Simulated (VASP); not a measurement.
# OsF3 (Pm-3m) in VASP: notebook, part 2 of 2

VASP 6.6.1.

### Step 3. Single point, PBE, collinear spin (15.46 Å³/atom)

This run uses another cell than the first one, of 15.46 Å³/atom.

Input file INCAR:

```
  PREC = Accurate
  ENCUT = 520
  EDIFF = 1E-6
  ISMEAR = 0
  SIGMA = 0.05
  LREAL = False
  LASPH = True
  NELM = 150
  ALGO = Normal
  ISIF = 2
  LWAVE = False
  LCHARG = False
  ISPIN = 2
  MAGMOM = 0.15 0 0 0
  LORBIT = 11
  LMAXMIX = 4
  GGA = PE
  NBANDS = 26
```

Input file KPOINTS:

```
regular mesh
0
Gamma
  10 10 10
```

Input file POSCAR:

```
OsF3
1.0
    3.9548899973      0.0000000000      0.0000000000
    0.0000000000      3.9548899973      0.0000000000
    0.0000000000      0.0000000000      3.9548899973
Os F
1 3
Direct
    0.0000000000      0.0000000000      0.0000000000
    0.5000000000      0.0000000000      0.0000000000
    0.0000000000      0.0000000000      0.5000000000
    0.0000000000      0.5000000000      0.0000000000
```

Potentials or basis: VASP PAW PBE potentials, release 64 (Os, F).

Run with:

```bash
$ cat potpaw_PBE.64/Os/POTCAR potpaw_PBE.64/F/POTCAR > POTCAR
$ mpirun -np 1 vasp_std > vasp.out
```

OUTCAR:

```text
PREC = Accurate
   ENCUT = 520
   EDIFF = 1E-6
   ISMEAR = 0
   LREAL = False
   LASPH = True
   NELM = 150
   ISIF = 2
   ISPIN = 2
   LORBIT = 11
   GGA = PE

 ion  position               nearest neighbor table
   1  0.000  0.000  0.000-   2 1.98   3 1.98   4 1.98   3 1.98   4 1.98   2 1.98
   2  0.500  0.000  0.000-   1 1.98   1 1.98
   3  0.000  0.000  0.500-   1 1.98   1 1.98
   4  0.000  0.500  0.000-   1 1.98   1 1.98

  LATTYP: Found a simple cubic cell.
 ALAT       =     3.9548899973

  Lattice vectors:

 A1 = (   3.9548899973,   0.0000000000,   0.0000000000)
 A2 = (   0.0000000000,   3.9548899973,   0.0000000000)
 A3 = (   0.0000000000,   0.0000000000,   3.9548899973)

Analysis of symmetry for initial positions (statically):
=====================================================================
 Subroutine PRICEL returns:
 Original cell was already a primitive cell.

 Routine SETGRP: Setting up the symmetry group for a
 simple cubic supercell.

 Subroutine GETGRP returns: Found 48 space group operations
 (whereof 48 operations were pure point group operations)
 out of a pool of 48 trial point group operations.

The static configuration has the point symmetry O_h .

Analysis of symmetry for dynamics (positions and initial velocities):
=====================================================================
 Subroutine PRICEL returns:
 Original cell was already a primitive cell.

 Routine SETGRP: Setting up the symmetry group for a
 simple cubic supercell.

 Subroutine GETGRP returns: Found 48 space group operations
 (whereof 48 operations were pure point group operations)
 out of a pool of 48 trial point group operations.

The dynamic configuration has the point symmetry O_h .

Analysis of structural, dynamic, and magnetic symmetry:
=====================================================================
 Subroutine PRICEL returns:
[... 160 lines left out ...]
  energy without entropy =      -20.92316265  energy(sigma->0) =      -20.92406281

 E-fermi :   1.9029     XC(G=0):  -8.8147

 val. band max:        1.8494415275   @ k =   0.4000   0.3000   0.3000
 cond. band min:       1.9195209798   @ k =   0.5000   0.3000   0.3000
 fundamental gap:      0.0700794523
 Fermi energy:         1.9028949262

 spin component 1

 k-point     1 :       0.0000    0.0000    0.0000
  band No.  band energies     occupation
      1     -24.1139      1.00000
      2     -23.6641      1.00000
      3     -23.6641      1.00000
      4      -6.0026      1.00000
      5      -6.0025      1.00000
      6      -6.0025      1.00000
[... 685 lines left out ...]
     25      17.3071      0.00000
     26      17.6946      0.00000

 [... further k-points ...]

 spin component 2

 k-point     1 :       0.0000    0.0000    0.0000
  band No.  band energies     occupation
      1     -24.0866      1.00000
      2     -23.6364      1.00000
      3     -23.6364      1.00000
      4      -5.9888      1.00000
      5      -5.9888      1.00000
      6      -5.9888      1.00000
[... 685 lines left out ...]
     25      17.3331      0.00000
     26      17.7307      0.00000

 [... further k-points ...]

------------------------ aborting loop because EDIFF is reached ----------------------------------------

  FORCE on cell =-STRESS in cart. coord.  units (eV):
  Direction    XX          YY          ZZ          XY          YZ          ZX
  --------------------------------------------------------------------------------------
  -------------------------------------------------------------------------------------
  Total        3.4873599      3.4873599      3.4873599      0.0000000      0.0000000     -0.0000000
  in kB       90.3242012     90.3242012     90.3242012      0.0000000      0.0000000     -0.0000000
  external PRESSURE =      90.3242012 kB  Pullay stress =       0.0000000 kB

 VOLUME and BASIS-vectors are now :
 -----------------------------------------------------------------------------
  energy-cutoff  :      520.00
  volume of cell :       61.86
      direct lattice vectors                 reciprocal lattice vectors
     3.954889997  0.000000000  0.000000000     0.252851533  0.000000000  0.000000000
     0.000000000  3.954889997  0.000000000     0.000000000  0.252851533  0.000000000
     0.000000000  0.000000000  3.954889997     0.000000000  0.000000000  0.252851533

 POSITION                                       TOTAL-FORCE (eV/Angst)
 -----------------------------------------------------------------------------------
      0.00000      0.00000      0.00000         0.000000      0.000000      0.000000
      1.97744      0.00000      0.00000         0.000000      0.000000      0.000000
      0.00000      0.00000      1.97744         0.000000      0.000000      0.000000
      0.00000      1.97744      0.00000         0.000000      0.000000      0.000000
 -----------------------------------------------------------------------------------
    total drift:                                0.000000      0.000000      0.000000

  FREE ENERGIE OF THE ION-ELECTRON SYSTEM (eV)
  ---------------------------------------------------
  free  energy   TOTEN  =       -20.9249629729 eV

  energy  without entropy=      -20.9231626511  energy(sigma->0) =      -20.92406281

 total charge

# of ion       s       p       d       tot
------------------------------------------
    1        0.414   0.591   6.013   7.018
    2        1.726   4.382   0.000   6.108
    3        1.726   4.382   0.000   6.108
    4        1.726   4.382   0.000   6.108
--------------------------------------------------
tot          5.593  13.738   6.013  25.343

 magnetization (x)

# of ion       s       p       d       tot
------------------------------------------
    1        0.001   0.001   0.200   0.202
    2        0.000   0.014   0.000   0.015
    3        0.000   0.014   0.000   0.015
    4        0.000   0.014   0.000   0.015
--------------------------------------------------
tot          0.001   0.044   0.200   0.246
```

stdout:

```text
POSCAR found type information on POSCAR OsF
 POSCAR found :  2 types and       4 ions
 scaLAPACK will be used
 LDA part: xc-table for (Slater+PW92), standard interpolation
 POSCAR, INCAR and KPOINTS ok, starting setup
 FFT: planning ... GRIDC
 FFT: planning ... GRID_SOFT
 FFT: planning ... GRID
 WAVECAR not read
 entering main loop
```

Run time: 56 s. Hardware: 1 thread of Intel Xeon 6975P-C (Granite Rapids), shared host; peak memory 0.27 GiB.

What came out:

```
Free energy                                           : -20.9250 eV
Pressure                                              : 9.0 GPa
Net moment                                            : 0.25 μB per cell
Site moments                                          : Os +0.20; F +0.01 μB
Valence electrons inside the program's atomic spheres : Os 7.02; F 6.11
```

Caveat: the cell stands under pressure; a moment this small can come from the mesh or the smearing; spin-orbit coupling is left out, which moves the levels of the heavy elements.

### Step 4. Single point, PBE, collinear spin (15.71 Å³/atom)

This run uses another cell than the first one, of 15.71 Å³/atom.

Input file INCAR:

```
PREC = Accurate
ENCUT = 520
EDIFF = 1E-7
ISMEAR = 0
SIGMA = 0.05
LREAL = False
LASPH = True
NELM = 150
ALGO = Normal
ISIF = 2
LWAVE = False
LCHARG = True
ISPIN = 2
MAGMOM = 0.15 0 0 0
LORBIT = 11
LMAXMIX = 4
GGA = PE
LELF = True
LVHAR = True
NBANDS = 26
```

KPOINTS is that of step 3.

Input file POSCAR:

```
OsF3
1.0
    3.9757055912      0.0000000000      0.0000000000
    0.0000000000      3.9757055912      0.0000000000
    0.0000000000      0.0000000000      3.9757055912
Os F
1 3
Direct
    0.0000000000      0.0000000000      0.0000000000
    0.5000000000      0.0000000000      0.0000000000
    0.0000000000      0.0000000000      0.5000000000
    0.0000000000      0.5000000000      0.0000000000
```

Run with:

```bash
$ cat potpaw_PBE.64/Os/POTCAR potpaw_PBE.64/F/POTCAR > POTCAR
$ mpirun -np 1 vasp_std > vasp.out
```

It took 64 s on 1 thread of Intel Xeon 6975P-C (Granite Rapids), shared host; peak memory 0.27 GiB.

It converged, with:

```
Free energy                                           : -20.9749 eV
Pressure                                              : 6.6 GPa
Net moment                                            : 0.25 μB per cell
Site moments                                          : Os +0.20; F +0.01 μB
Valence electrons inside the program's atomic spheres : Os 6.96; F 6.10
```

Levels at points of the mesh, in eV from the Fermi level:
Spin up:
```csv
k point,band 13,band 14,band 15,band 16,band 17,band 18
"(0.00, 0.00, 0.00)",-2.08,-2.08,-2.08,0.10,0.10,2.13
"(0.50, 0.00, 0.00)",-2.05,-0.57,-0.57,0.12,1.85,5.63
"(0.50, 0.50, 0.00)",-0.55,-0.55,0.38,0.95,4.68,7.57
"(0.50, 0.50, 0.50)",0.39,0.39,0.39,4.69,4.69,7.22
```
Spin down:
```csv
k point,band 11,band 12,band 13,band 14,band 15,band 16,band 17,band 18,band 19,band 20
"(0.00, 0.00, 0.00)",-5.81,-5.81,-1.92,-1.92,-1.92,0.19,0.19,2.17,8.62,11.72
"(0.50, 0.00, 0.00)",-5.86,-5.86,-1.89,-0.42,-0.42,0.21,1.93,5.65,6.13,11.30
"(0.50, 0.50, 0.00)",-6.19,-5.21,-0.40,-0.40,0.54,1.04,4.76,7.58,7.96,7.96
"(0.50, 0.50, 0.50)",-5.21,-5.21,0.55,0.55,0.55,4.77,4.77,7.22,9.64,9.64
```

Caveat: the cell stands under pressure; a moment this small can come from the mesh or the smearing; spin-orbit coupling is left out, which moves the levels of the heavy elements.

### Step 5. Single point, PBE, collinear spin (16.04 Å³/atom)

This run uses another cell than the first one, of 16.04 Å³/atom.

Input file INCAR:

```
PREC = Accurate
ENCUT = 520
EDIFF = 1E-7
ISMEAR = 0
SIGMA = 0.05
LREAL = F
LASPH = T
NELM = 150
ALGO = Normal
ISIF = 2
LWAVE = F
LCHARG = F
ISPIN = 2
MAGMOM = 0.15 0 0 0
LORBIT = 11
LMAXMIX = 4
GGA = PE
NBANDS = 26
```

Input file KPOINTS:

```
Automatic mesh
0
Gamma
  10 10 10
```

Input file POSCAR:

```
OsF3
1.0
    4.0031251169      0.0000000000      0.0000000000
    0.0000000000      4.0031251169      0.0000000000
    0.0000000000      0.0000000000      4.0031251169
Os F
1 3
Direct
    0.0000000000      0.0000000000      0.0000000000
    0.5000000000      0.0000000000      0.0000000000
    0.0000000000      0.0000000000      0.5000000000
    0.0000000000      0.5000000000      0.0000000000
```

Run with:

```bash
$ cat potpaw_PBE.64/Os/POTCAR potpaw_PBE.64/F/POTCAR > POTCAR
$ mpirun -np 1 vasp_std > vasp.out
```

Wall time 64 s (1 thread of Intel Xeon 6975P-C (Granite Rapids), shared host); peak memory 0.27 GiB.

It converged, with:

- Free energy: -21.0191 eV
- Pressure: 3.6 GPa
- Net moment: 0.26 μB per cell
- Site moments: Os +0.21; F +0.01 μB
- Valence electrons inside the program's atomic spheres: Os 6.89; F 6.09

Levels at points of the mesh, in eV from the Fermi level:
Spin up:
| k point | band 12 | band 13 | band 14 | band 15 | band 16 | band 17 | band 18 | band 19 |
| --- | --- | --- | --- | --- | --- | --- | --- | --- |
| (0.00, 0.00, 0.00) | -5.67 | -2.01 | -2.01 | -2.01 | 0.06 | 0.06 | 2.16 | 8.48 |
| (0.50, 0.00, 0.00) | -5.72 | -1.98 | -0.55 | -0.55 | 0.08 | 1.76 | 5.71 | 6.02 |
| (0.50, 0.50, 0.00) | -5.10 | -0.53 | -0.53 | 0.36 | 0.88 | 4.54 | 7.66 | 7.95 |
| (0.50, 0.50, 0.50) | -5.09 | 0.38 | 0.38 | 0.38 | 4.54 | 4.54 | 7.35 | 9.56 |
Spin down:
| k point | band 13 | band 14 | band 15 | band 16 | band 17 | band 18 |
| --- | --- | --- | --- | --- | --- | --- |
| (0.00, 0.00, 0.00) | -1.84 | -1.84 | -1.84 | 0.16 | 0.16 | 2.21 |
| (0.50, 0.00, 0.00) | -1.81 | -0.40 | -0.40 | 0.18 | 1.85 | 5.73 |
| (0.50, 0.50, 0.00) | -0.38 | -0.38 | 0.52 | 0.98 | 4.61 | 7.67 |
| (0.50, 0.50, 0.50) | 0.53 | 0.53 | 0.54 | 4.62 | 4.62 | 7.36 |

Caveat: the cell stands under pressure; a moment this small can come from the mesh or the smearing; spin-orbit coupling is left out, which moves the levels of the heavy elements.

### Step 6. Single point, PBE, collinear spin

This run uses another cell than the first one: it holds 8 atoms, not 4.

Input file INCAR:

```
PREC = Accurate
ENCUT = 520
EDIFF = 1E-6
ISMEAR = 0
SIGMA = 0.05
LREAL = F
LASPH = T
NELM = 150
ALGO = Normal
ISIF = 2
LWAVE = F
LCHARG = F
ISPIN = 2
MAGMOM = 1 -1 0 0 0 0 0 0
LORBIT = 11
LMAXMIX = 4
GGA = PE
NBANDS = 43
```

Input file KPOINTS:

```
Automatic mesh
0
Gamma
  10 10 5
```

Input file POSCAR:

```
OsF3
1.0
    4.0301740801      0.0000000000      4.0301740801
    0.0000000000      4.0301740801      4.0301740801
    0.0000000000      0.0000000000      8.0603481602
Os F
2 6
Direct
    0.0000000000      0.0000000000      0.0000000000
    0.0000000000      0.0000000000      0.5000000000
    0.5000000000      0.0000000000      0.7500000000
    0.0000000000      0.0000000000      0.2500000000
    0.0000000000      0.5000000000      0.7500000000
    0.5000000000      0.0000000000      0.2500000000
    0.0000000000      0.0000000000      0.7500000000
    0.0000000000      0.5000000000      0.2500000000
```

Potentials or basis: VASP PAW PBE potentials, release 64 (Os, F).

Run with:

```bash
$ cat potpaw_PBE.64/Os/POTCAR potpaw_PBE.64/F/POTCAR > POTCAR
$ mpirun -np 1 vasp_std > vasp.out
```

Run time: 12 min. Hardware: 1 thread of Intel Xeon 8259CL, shared host; peak memory 0.51 GiB.

The run converged. Its results:

* Free energy: -42.0759 eV
* Pressure: 0.9 GPa
* Band gap on the k mesh: zero (filled and empty bands overlap)
* Net moment: 0.00 μB per cell
* Valence electrons inside the program's atomic spheres: Os 6.82; F 6.09

Levels at points of the mesh, in eV from the Fermi level:
Spin up:
```csv
k point,band 26,band 27,band 28,band 29,band 30,band 31,band 32,band 33
"(0.00, 0.00, 0.00)",-1.86,-1.86,0.07,0.07,0.43,0.43,0.43,2.20
"(0.50, 0.00, 0.00)",-0.46,-0.46,-0.45,-0.45,0.08,0.42,0.86,1.72
```
Spin down:
| k point | band 26 | band 27 | band 28 | band 29 | band 30 | band 31 | band 32 | band 33 |
| --- | --- | --- | --- | --- | --- | --- | --- | --- |
| (0.00, 0.00, 0.00) | -1.86 | -1.86 | 0.07 | 0.07 | 0.43 | 0.43 | 0.43 | 2.20 |
| (0.50, 0.00, 0.00) | -0.46 | -0.46 | -0.45 | -0.45 | 0.08 | 0.42 | 0.86 | 1.72 |

Caveat: spin-orbit coupling is left out, which moves the levels of the heavy elements.

### Step 7. Overview

| spin | cell | k mesh | gap on the mesh (eV) | pressure (GPa) | moment (μB) |
| --- | --- | --- | --- | --- | --- |
| off | a = 4.030 Å, 4 atoms, atomic positions A | 10 × 10 × 10 | none | 0.9 | - |
| collinear | a = 3.955 Å, 4 atoms, atomic positions A | 10 × 10 × 10 | none | 9.0 | 0.25 |
| collinear | a = 3.976 Å, 4 atoms, atomic positions A | 10 × 10 × 10 | none | 6.6 | 0.25 |
| collinear | a = 4.003 Å, 4 atoms, atomic positions A | 10 × 10 × 10 | none | 3.6 | 0.26 |
| collinear | a = 5.700, b = 5.700, c = 8.060 Å, angles 45.0, 45.0, 60.0°, 8 atoms, atomic positions B | 10 × 10 × 5 | none | 0.9 | 0.00 |

Alike in all rows: task single point; level PBE; potentials or basis VASP PAW PBE potentials, release 64 (Os, F); cutoff (eV) 520; smearing gaussian 0.05 eV.

Caveats: spin-orbit coupling is left out, which moves the levels of the heavy elements; the cell stands under pressure (at least some runs); a moment this small can come from the mesh or the smearing (at least some runs); an odd number of electrons without spin polarisation forces a metal (at least some runs); a magnetic or distorted state may lie lower (at least some runs).

Absolute energies hang on the potentials; compare differences alone.

The gap in the log of VASP goes by the Fermi energy; the results here count the filled bands.